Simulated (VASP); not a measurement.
Write the native input for VASP 6.6.1 that does the following.

```yaml
Task: single point
Functional: PBE
Potentials_or_basis: VASP PAW PBE potentials, release 64 (Nb_sv)
Cutoff: 520 eV
k_mesh: 14 × 14 × 14
Occupations: fermi-dirac, width 0.05 eV
Spin: no spin polarisation
Dipole_correction: no
Further_INCAR_settings: ALGO = Normal; EDIFF = 1e-07; NBANDS = 12
```

The structure of Nb lies in POSCAR:

```
Nb
1.0
   -1.6972290000      1.6639500000      1.6639500000
    1.6639500000     -1.6972290000      1.6639500000
    1.6639500000      1.6639500000     -1.6972290000
Nb
1
Direct
    0.0000000000      0.0000000000      0.0000000000
```

This cell differs from its parent crystal: equal xy, yz and zx shear strains of -2 %.

The input as run:

INCAR

```
SYSTEM = Nb
ALGO = Normal
EDIFF = 1E-7
ENCUT = 520
GGA = PE
ISIF = 2
ISMEAR = -1
LASPH = .TRUE.
LCHARG = .FALSE.
LREAL = .FALSE.
LWAVE = .FALSE.
NBANDS = 12
NELM = 100
PREC = Accurate
SIGMA = 0.05
```

KPOINTS

```
k-points
0
G
  14 14 14
  0 0 0
```

Potentials or basis: VASP PAW PBE potentials, release 64 (Nb_sv).

The run is started by

```bash
$ cat potpaw_PBE.64/Nb_sv/POTCAR > POTCAR
$ mpirun -np 1 vasp_std > vasp.out
```

It gave:

The pressure is -2.6 GPa.

Caveat: the cell differs from its parent crystal (equal xy, yz and zx shear strains of -2 %).

It took 80 s on 1 thread of Intel Xeon 8259CL (shared host), peak memory 0.19 GiB.
